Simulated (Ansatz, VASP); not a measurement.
# SiO2: VASP beside Ansatz

```xyz
24
Lattice="7.0632 0.0000 0.0000 0.0000 7.0632 0.0000 0.0000 0.0000 7.0632" Properties=species:S:1:pos:R:3 pbc="T T T"
Si    2.0264    2.0264    2.0264
Si    1.5052    5.0368    5.5580
Si    5.5580    1.5052    5.0368
Si    5.0368    5.5580    1.5052
Si    7.2285    7.2285    7.2285
Si    3.3664   -0.1653    3.6969
Si    3.6969    3.3664   -0.1653
Si   -0.1653    3.6969    3.3664
O     1.0946    1.0946    1.0946
O     2.4370    5.9687    4.6262
O     4.6262    2.4370    5.9687
O     5.9687    4.6262    2.4370
O     4.5142    4.7206    0.2144
O     6.0806    2.3426    3.7460
O     0.9826    5.8742    6.8488
O     2.5490    1.1890    3.3172
O     0.2144    4.5142    4.7206
O     3.7460    6.0806    2.3426
O     6.8488    0.9826    5.8742
O     3.3172    2.5490    1.1890
O     4.7206    0.2144    4.5142
O     2.3426    3.7460    6.0806
O     5.8742    6.8488    0.9826
O     1.1890    3.3172    2.5490
```

Change from the starting cell: volume scaled by 0.96, ions relaxed.

Alike in both runs: functional PBE; k mesh 4 × 4 × 4; occupations fermi-dirac, width 0.02 eV; no spin polarisation.

Ansatz relaxed the structure, and its values are those at the end. VASP's run is a single point on that final structure, the one shown.

|  | VASP | Ansatz |
| --- | --- | --- |
| version | VASP 6.6.1 | Ansatz 0.2.0 |
| potentials or method | VASP PAW PBE potentials, release 64 (Si, O) | plane-wave PAW, scalar-relativistic |
| plane-wave cutoff (eV) | 520 | 420 |
| valence electrons in the cell | 128 | 128 |

```tsv
	VASP	Ansatz	Ansatz less VASP
gap on the k mesh at the Fermi level (eV)	5.77	5.77	+0.002
pressure (GPa)	1.4	1.3	-0.12
rms of the force components (eV/Å)	0.010	0.005	-0.0050
```

Ansatz's warnings: stress scf threshold loose.
